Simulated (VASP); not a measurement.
A run of VASP 6.6.1 is set up as follows.

The input INCAR:

```
  PREC = Accurate
  ENCUT = 520
  EDIFF = 1E-7
  ISMEAR = -1
  SIGMA = 0.05
  LREAL = F
  LASPH = T
  NELM = 150
  ALGO = Fast
  ISIF = 2
  LWAVE = F
  LCHARG = T
  ISPIN = 2
  MAGMOM = 1 1 0 0.6 0
  LORBIT = 11
  LMAXMIX = 4
  GGA = RE
  LELF = T
  LVHAR = T
  NBANDS = 40
```

KPOINTS

```
regular mesh
0
Gamma
  8 8 2
```

File POSCAR:

```
NiMoIrPdW
1.0
    2.7661600000      0.0000000000      0.0000000000
   -1.3830800000      2.3955700000      0.0000000000
    0.0000000000      0.0000000000     11.0229200000
Ni Mo Pd Ir W
1 1 1 1 1
Direct
    0.3333300000      0.6666700000      0.5971200000
    0.0000000000      0.0000000000      0.4107400000
    0.6666700000      0.3333300000      0.7952000000
    0.6666700000      0.3333300000      0.1996000000
    0.3333300000      0.6666700000      0.9973400000
```

Potentials or basis: VASP PAW PBE potentials, release 64 (Ni, Mo_sv, Pd, Ir, W_sv).

Command:

```bash
$ cat potpaw_PBE.64/Ni/POTCAR potpaw_PBE.64/Mo_sv/POTCAR potpaw_PBE.64/Pd/POTCAR potpaw_PBE.64/Ir/POTCAR potpaw_PBE.64/W_sv/POTCAR > POTCAR
$ mpirun -np 1 vasp_std > vasp.out
```

(1) What does it give for the net moment?

(2) Predict the pressure.

(3) Estimate the largest force.

Results:

(1) 0.00 μB per cell.

(2) 3.5 GPa.

(3) 0.098 eV/Å.

Caveat: the PAW data sets were made with another functional, which shifts forces and pressure a little.
